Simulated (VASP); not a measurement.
Input of a VASP 6.6.1 run:

INCAR

```
SYSTEM = BN2
PREC = Accurate
ENCUT = 520
EDIFF = 1E-7
ISMEAR = 0
SIGMA = 0.1
LREAL = .FALSE.
LASPH = .TRUE.
NELM = 100
ALGO = Normal
ISIF = 2
LWAVE = .FALSE.
LCHARG = .FALSE.
GGA = PE
NBANDS = 22
```

File KPOINTS:

```
regular mesh
0
G
  12 10 14
  0 0 0
```

The input POSCAR:

```
BN2
1.0
    3.4626247871      0.0000000000      0.0000000000
    0.0000000000      4.0560706146      0.0000000000
    0.0000000000      0.0000000000      2.5282502303
B N
2 4
Direct
    0.5000000000      0.5000000000      0.5000000000
    0.0000000000      0.0000000000      0.0000000000
    0.3529019227      0.8970679356      0.5000000000
    0.8529019227      0.6029320644      0.0000000000
    0.6470980773      0.1029320644      0.5000000000
    0.1470980773      0.3970679356      0.0000000000
```

Potentials or basis: VASP PAW PBE potentials, release 64 (B, N).

Run with:

```bash
$ cat potpaw_PBE.64/B/POTCAR potpaw_PBE.64/N/POTCAR > POTCAR
$ mpirun -np 1 vasp_std > vasp.out
```

Problem. Estimate the band gap on the k mesh.

Solution. Zero (bands 13 and 14 overlap by 5.77 eV).

Problem. Predict the pressure.

Solution. 0.1 GPa.

Forces on the atoms (eV/Å):
```
B    0.000  0.000  0.000
B    0.000  0.000  0.000
N   -0.087 -0.073  0.000
N   -0.087  0.073  0.000
N    0.087  0.073  0.000
N    0.087 -0.073  0.000
```
